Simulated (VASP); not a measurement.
Input of a VASP 6.6.1 run:

The input INCAR:

```
SYSTEM = CO
ALGO = Normal
EDIFF = 1E-6
ENCUT = 600
GGA = PE
GGA_COMPAT = .FALSE.
ISIF = 2
ISMEAR = 0
LASPH = .TRUE.
LCHARG = .FALSE.
LREAL = .FALSE.
LWAVE = .FALSE.
NBANDS = 18
NELM = 120
PREC = Accurate
SIGMA = 0.1
```

The input KPOINTS:

```
k-points
0
G
  6 6 4
  0 0 0
```

Contents of POSCAR:

```
CO
1.0
    3.3183888983      0.0000000000      0.0000000000
   -1.6591944491      2.8738090855      0.0000000000
    0.0000000000      0.0000000000      5.3142853851
C O
2 2
Direct
    0.3333333333      0.6666666667      0.0000000000
    0.6666666667      0.3333333333      0.5000000000
    0.3333333333      0.6666666667      0.3821000000
    0.6666666667      0.3333333333      0.8821000000
```

Potentials or basis: VASP PAW PBE potentials, release 64 (C, O).

The run is started by

```console
$ cat potpaw_PBE.64/C/POTCAR potpaw_PBE.64/O/POTCAR > POTCAR
$ mpirun -np 1 vasp_std > vasp.out
```

Question: What does it give for the pressure?

Answer: -18.6 GPa.

Question: Estimate the band gap on the k mesh.

Answer: 1.42 eV (least direct gap 1.78 eV).

Forces in eV/Å, atoms in the order of the input:
```
C    0.000  0.000  0.346
C    0.000  0.000  0.346
O    0.000  0.000 -0.346
O    0.000  0.000 -0.346
```

Caveat: the cell stands under tension. A k mesh can miss the band edges.
